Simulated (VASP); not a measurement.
Write the native input for VASP 6.6.1 that does the following.

- Task: single point
- Functional: PBE
- Potentials or basis: VASP PAW PBE potentials, release 64 (Sn_d)
- Cutoff: 520 eV
- k mesh: 10 × 10 × 10
- Occupations: fermi-dirac, width 0.08 eV
- Spin: no spin polarisation
- Dipole correction: no
- Further INCAR settings: ALGO = Normal; EDIFF = 1e-06; NBANDS = 21

The structure of Sn lies in POSCAR:

```
Sn
1.0
    0.0000000000      2.7758241703      2.7758241703
    2.7758241703      0.0000000000      2.7758241703
    2.7758241703      2.7758241703      0.0000000000
Sn
2
Direct
   -0.1250000000     -0.1250000000     -0.1250000000
    0.1250000000      0.1250000000      0.1250000000
```

This cell differs from its parent crystal: volume scaled by 0.58.

One way to write it, as run:

INCAR

```
SYSTEM = Sn
PREC = Accurate
ENCUT = 520
EDIFF = 1E-6
ISMEAR = -1
SIGMA = 0.08
LREAL = .False.
LASPH = .True.
NELM = 100
ALGO = Normal
ISIF = 2
LWAVE = .False.
LCHARG = .False.
GGA = PE
NBANDS = 21
```

KPOINTS

```
regular mesh
0
Gamma
  10 10 10
  0 0 0
```

Potentials or basis: VASP PAW PBE potentials, release 64 (Sn_d).

Run with:

```bash
$ cat potpaw_PBE.64/Sn_d/POTCAR > POTCAR
$ mpirun -np 1 vasp_std > vasp.out
```

It gave:

```yaml
Pressure: 71.6 GPa
Band_gap_on_the_k_mesh: zero (band 14 reaches 12.38 eV, above the bottom of band 15 at 11.94 eV)
```

Caveat: spin-orbit coupling is left out, which moves the levels of the heavy elements.

Run time: 75 s on 1 thread of AMD EPYC 7R13 (shared host), peak memory 0.15 GiB.
